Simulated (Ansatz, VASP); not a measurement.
# Be2CdO3 in VASP and in Ansatz

```xyz
6
Lattice="2.9229 0.0000 0.0000 0.0000 2.9229 0.0000 0.0000 0.0000 8.4236" Properties=species:S:1:pos:R:3 pbc="T T T"
Be    0.0000    1.4615    4.8986
Be    1.4615    0.0000    3.5250
Cd    0.0000    0.0000    0.0000
O     0.0000    1.4615    3.3292
O     1.4615    0.0000    5.0944
O     1.4615    1.4615    0.0000
```

Change from the starting cell: species swapped into the Ti2CuSb3 type (P-4m2, No. 115).

Alike in both runs: functional PBE; k mesh 4 × 4 × 2; occupations gaussian, width 0.15 eV; no spin polarisation.

Ansatz relaxed the structure, and its values are those at the end. VASP's run is a single point on that final structure, the one shown.

|  | VASP | Ansatz |
| --- | --- | --- |
| version | VASP 6.6.1 | Ansatz 0.2.0 |
| potentials or method | VASP PAW PBE potentials, release 64 (Be, Cd, O), cutoff 600 eV | scalar-relativistic, plane waves, PAW |
| valence electrons in the cell | 34 | 42 |

|  | VASP | Ansatz | Ansatz less VASP |
| --- | --- | --- | --- |
| gap on the k mesh at the Fermi level (eV) | none | none | - |
| pressure (GPa) | 1.5 | 0.3 | -1.19 |
| rms of the force components (eV/Å) | 0.027 | 0.003 | -0.0241 |

A gap of «none» marks a metal or a gap that the smearing closes. VASP's potentials hold 34 valence electrons a cell and Ansatz's 42, so a difference there can come from the potentials and not from the codes.

The k mesh is coarse, so the values compare programs but aren't converged.
